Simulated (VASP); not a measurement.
A run of VASP 6.6.1 is set up as follows.

The input INCAR:

```
SYSTEM = ZrC
PREC     = Accurate       ! precision mode
ENCUT    = 520            ! plane-wave cutoff, eV
EDIFF    = 1E-7           ! SCF threshold, eV
ISMEAR   = 0              ! smearing method
SIGMA    = 0.15           ! smearing width, eV
LREAL    = .FALSE.        ! projectors in reciprocal space
LASPH    = .TRUE.         ! aspherical terms in the spheres
NELM     = 80             ! most SCF steps
ALGO     = Normal         ! electronic algorithm
ISIF     = 2              ! what is computed and relaxed
LWAVE    = .FALSE.        ! write WAVECAR
LCHARG   = .TRUE.         ! write CHGCAR
GGA      = CA             ! functional
LELF     = .TRUE.         ! ELF
LVHAR    = .TRUE.       
NBANDS   = 15             ! bands
```

KPOINTS

```
Automatic mesh
0
G
  16 16 16
  0 0 0
```

POSCAR

```
ZrC
1.0
    0.0000000000      2.2936921226      2.3748015875
    2.2936921226      0.0000000000      2.3748015875
    2.2936921226      2.2936921226      0.0000000000
Zr C
1 1
Direct
    0.5000000000      0.5000000000      0.5000000000
    0.0000000000      0.0000000000      0.0000000000
```

Potentials or basis: VASP PAW LDA potentials, release 64 (Zr_sv, C).

Command:

```sh
$ cat potpaw_LDA.64/Zr_sv/POTCAR potpaw_LDA.64/C/POTCAR > POTCAR
$ mpirun -np 1 vasp_std > vasp.out
```

**Question.** Estimate the pressure.

**Answer.** 1.3 GPa.

**Question.** Predict the band gap on the k mesh.

**Answer.** Zero (band 8 reaches 10.91 eV, above the bottom of band 9 at 9.48 eV).

Stress tensor (GPa, compression positive):
```
 5.92  0.00  0.00
 0.00  5.92  0.00
 0.00  0.00 -7.94
```

Caveat: the cell differs from its parent crystal (mode 4 frozen in at +0.000 Å, strain +e along z and -e/2 along x and y +0.0233).
